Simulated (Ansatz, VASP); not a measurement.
# One calculation of P, two programs

```
CELL_PARAMETERS angstrom
1.65500 -5.25000 0.00000
1.65500 5.25000 0.00000
0.00000 0.00000 4.38000
ATOMIC_POSITIONS crystal
P 0.09800 0.90200 0.91000
P 0.59800 0.40200 0.59000
P 0.90200 0.09800 0.09000
P 0.40200 0.59800 0.41000
```

Alike in both runs: task relaxation of cell and atoms; functional r2SCAN; k mesh 6 × 6 × 4; occupations gaussian, width 0.1 eV; no spin polarisation.

```csv
,VASP,Ansatz
version,VASP 6.6.1,Ansatz 0.2.0
potentials or method,"VASP PAW PBE potentials, release 64 (P), cutoff 600 eV","scalar-relativistic, plane waves, PAW"
valence electrons in the cell,20,20
```

VASP gave:

| Property | Result |
| --- | --- |
| gap on the k mesh at the Fermi level, each at its own relaxed structure (eV) | 0.30 |
| relaxed volume (Å³/atom) | 20.55 |
| relaxed length of the cell vector where the two differ most in proportion (Å) | 5.713 |

**Question.** What did Ansatz give for the same quantities?

**Answer.** gap on the k mesh at the Fermi level, each at its own relaxed structure (eV): 0.29; relaxed volume (Å³/atom): 20.73; relaxed length of the cell vector where the two differ most in proportion (Å): 5.742.

VASP's potentials were made for PBE, not for r2SCAN.
